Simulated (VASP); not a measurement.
The system is SiC.

```
Si C
1.0
     3.07600    0.00000    0.00000
    -1.53800    2.66389    0.00000
     0.00000    0.00000    5.04800
Si C
2 2
Direct
  0.33333 0.66667 0.00000
  0.66667 0.33333 0.50000
  0.33333 0.66667 0.38500
  0.66667 0.33333 0.88500
```

| Property | Result |
| --- | --- |
| Program | VASP 6.6.1 |
| Task | relaxation of the atoms |
| Functional | PBE |
| Potentials or basis | VASP PAW PBE potentials, release 64 (Si, C) |
| Cutoff | 520 eV |
| k mesh | 10 × 10 × 6 |
| Occupations | fermi-dirac, width 0.02 eV |
| Spin | no spin polarisation |

At the start: pressure 3.6 GPa; volume 10.34 Å³/atom.

Q: Where does the relaxation end?

A: Over 3 steps the energy falls by 9.0 meV/atom; space group P6_3mc (No. 186, to 0.1 Å) before and after.

The path:
| step | energy change (eV) | largest force (eV/Å) | pressure (GPa) |
| --- | --- | --- | --- |
| 1 | 0.0000 | 0.7526 | 3.64 |
| 2 | -0.0233 | 0.4994 | 3.41 |
| 3 | -0.0362 | 0.0008 | 3.36 |

Final structure:
```xyz
4
Lattice="3.0760 0.0000 0.0000 -1.5380 2.6639 0.0000 0.0000 0.0000 5.0480" Properties=species:S:1:pos:R:3 pbc="T T T"
Si    0.0000    1.7759    0.0232
Si    1.5380    0.8880    2.5472
C     0.0000    1.7759    1.9203
C     1.5380    0.8880    4.4443
```
